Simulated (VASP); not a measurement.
Here is a VASP 6.6.1 calculation.

INCAR

```
SYSTEM = Be
ALGO     = Fast           ! electronic algorithm
EDIFF    = 1E-6           ! SCF threshold, eV
EDIFFG   = -0.002         ! ionic threshold
ENCUT    = 600            ! plane-wave cutoff, eV
GGA      = PE             ! functional
IBRION   = 2              ! ionic algorithm
ISIF     = 3              ! what is computed and relaxed
ISMEAR   = -1             ! smearing method
LASPH    = .True.         ! aspherical terms in the spheres
LCHARG   = .False.        ! write CHGCAR
LREAL    = .False.        ! projectors in reciprocal space
LWAVE    = .False.        ! write WAVECAR
NELM     = 100            ! most SCF steps
NSW      = 80             ! ionic steps
PREC     = Accurate       ! precision mode
PSTRESS  = 947.0        
SIGMA    = 0.1            ! smearing width, eV
```

Contents of KPOINTS:

```
k-points
0
Gamma
  24 24 14
  0 0 0
```

File POSCAR:

```
Be
1.0
    1.9735924544      0.0000000000      0.0000000000
   -0.9867962272      1.7091812022      0.0000000000
    0.0000000000      0.0000000000      3.1459262728
Be
2
Direct
    0.3333333333      0.6666666667      0.2500000000
    0.6666666667      0.3333333333      0.7500000000
```

Potentials or basis: VASP PAW PBE potentials, release 64 (Be).

Run with:

```console
$ cat potpaw_PBE.64/Be/POTCAR > POTCAR
$ mpirun -np 1 vasp_std > vasp.out
```

(1) Predict the space group after relaxing (to 0.05 Å).

(2) Predict the band gap on the k mesh.

(3) Predict the relaxed volume.

(4) What does it give for the relaxed cell?

Results:

(1) P6_3/mmc (No. 194).

(2) zero (band 2 reaches 11.91 eV, above the bottom of band 3 at 9.34 eV).

(3) 5.31 Å³/atom.

(4) a = 1.973 Å, b = 1.973 Å, c = 3.153 Å, α = 90.00°, β = 90.00°, γ = 120.00°.

Caveat: the cell is relaxed towards a set pressure, so the enthalpy falls and the energy may rise.
